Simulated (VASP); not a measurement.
**Os: electric field gradients with PBE**

Os:

```
Os
1.0
     0.00000    1.88665    1.94500
     1.88665    0.00000    1.94500
     1.88665    1.88665    0.00000
Os
1
Direct
  0.00000 0.00000 0.00000
```

This cell differs from its parent crystal: equal xx and yy strain of -3 %.

```json
{
 "Program": "VASP 6.6.1",
 "Task": "electric field gradients",
 "Functional": "PBE",
 "Potentials or basis": "VASP PAW PBE potentials, release 64 (Os)",
 "Cutoff": "520 eV",
 "k mesh": "14 × 14 × 14",
 "Occupations": "fermi-dirac, width 0.05 eV",
 "Spin": "no spin polarisation",
 "Dipole correction": "no",
 "Further INCAR settings": "ALGO = Normal; EDIFF = 1e-08; NBANDS = 10"
}
```

The pressure is 15.3 GPa, the band gap on the k mesh is zero (bands 4 and 5 overlap by 4.02 eV) and the largest electric field gradient by atom is Os +8.8 V/Å².

Stress tensor (GPa, compression positive):
```
18.77  0.00  0.00
 0.00 18.77  0.00
 0.00  0.00  8.43
```

Levels at points of the mesh, in eV from the Fermi level:
| k point | band 1 | band 2 | band 3 | band 4 | band 5 | band 6 | band 7 | band 8 | band 9 |
| --- | --- | --- | --- | --- | --- | --- | --- | --- | --- |
| (0.00, 0.00, 0.00) | -10.88 | -3.30 | -2.85 | -2.85 | -0.21 | 0.39 | 14.31 | 19.47 | 20.53 |
| (0.50, 0.00, 0.00) | -7.76 | -3.40 | -2.94 | -0.18 | 2.43 | 2.68 | 9.22 | 13.81 | 20.35 |
| (0.50, 0.50, 0.00) | -7.69 | -6.92 | 2.00 | 2.55 | 3.24 | 3.24 | 11.99 | 12.77 | 12.77 |
| (0.50, 0.00, 0.50) | -7.67 | -6.96 | 2.48 | 2.66 | 3.03 | 3.51 | 12.01 | 12.45 | 12.84 |

Electric field gradients, principal values (V/Å²):
```
atom   least  middle  greatest (by size)
1 Os  -4.398  -4.398               8.796
```

Run time: 44 s on 1 thread of Intel Xeon 8259CL, on a shared host, peak memory 0.15 GiB.

Caveat: the cell differs from its parent crystal (equal xx and yy strain of -3 %); the cell stands under pressure; without QUAD_EFG the Cq values of the log hold for a quadrupole moment of 1 mb, not for the nuclei; spin-orbit coupling is left out, which moves the levels of the heavy elements.
